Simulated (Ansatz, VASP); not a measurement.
# One calculation of Cd4H, two programs

Contents of INCAR:

```
PREC = Accurate
ENCUT = 600
EDIFF = 1E-6
ISMEAR = 0
SIGMA = 0.1
LREAL = False
LASPH = True
NELM = 100
ALGO = Normal
ISIF = 3
LWAVE = False
LCHARG = False
GGA = PE
IBRION = 2
NSW = 100
EDIFFG = -0.01
```

KPOINTS

```
Automatic mesh
0
Gamma
  10 10 10
```

POSCAR

```
Cd4H
1.0
   -3.0149137700      3.0149137700      3.0149137700
    3.0149137700     -3.0149137700      3.0149137700
    3.0149137700      3.0149137700     -3.0149137700
Cd H
4 1
Direct
    0.0000000000      0.5852204572      0.0000000000
    0.4147795428      0.4147795428      0.4147795428
    0.0000000000      0.0000000000      0.5852204572
    0.5852204572      0.0000000000      0.0000000000
    0.0000000000      0.0000000000      0.0000000000
```

Input for Ansatz:

```yaml
crystal:
  lattice:
    - [-3.0149137791, 3.0149137791, 3.0149137791]
    - [3.0149137791, -3.0149137791, 3.0149137791]
    - [3.0149137791, 3.0149137791, -3.0149137791]
  atoms:
    - { symbol: Cd, position: [0.0, 0.5852204518, 0.0] }
    - { symbol: Cd, position: [0.4147795482, 0.4147795482, 0.4147795482] }
    - { symbol: Cd, position: [0.0, 0.0, 0.5852204518] }
    - { symbol: Cd, position: [0.5852204518, 0.0, 0.0] }
    - { symbol: H, position: [0.0, 0.0, 0.0] }
basis:
  ecutwfc: 420
kpoints:
  mp_grid: { grid: [10, 10, 10] }
hamiltonian:
  xc: pbe
scf:
  occupations: { method: gaussian, width: 0.1 }
output:
  forces: true
  stress: true
  eigenvalues: true
relax:
  adjacent_minimum: "off"
  f_tol: 0.01
  max_steps: 80
  cell: { stress_tol: 0.05 }
```

Change from the starting cell: species swapped into the GeF4 type (I-43m, No. 217).

Alike in both runs: task relaxation of cell and atoms; functional PBE; k mesh 10 × 10 × 10; occupations gaussian, width 0.1 eV; no spin polarisation.

```csv
,VASP,Ansatz
version,VASP 6.6.1,Ansatz 0.2.0
potentials or method,"VASP PAW PBE potentials, release 64 (Cd, H), cutoff 600 eV","scalar-relativistic, plane waves, PAW"
valence electrons in the cell,49,81
```

VASP gave:

| Property | Result |
| --- | --- |
| gap on the k mesh at the Fermi level, each at its own relaxed structure (eV) | none |
| relaxed volume (Å³/atom) | 21.95 |
| relaxed length of the cell vector where the two differ most in proportion (Å) | 5.224 |

Question: Which values does Ansatz return?

Answer: gap on the k mesh at the Fermi level, each at its own relaxed structure (eV): none; relaxed volume (Å³/atom): 21.81; relaxed length of the cell vector where the two differ most in proportion (Å): 5.213.

A gap of «none» marks a metal or a gap that the smearing closes. VASP's potentials hold 49 valence electrons a cell and Ansatz's 81, so a difference there can come from the potentials and not from the codes.
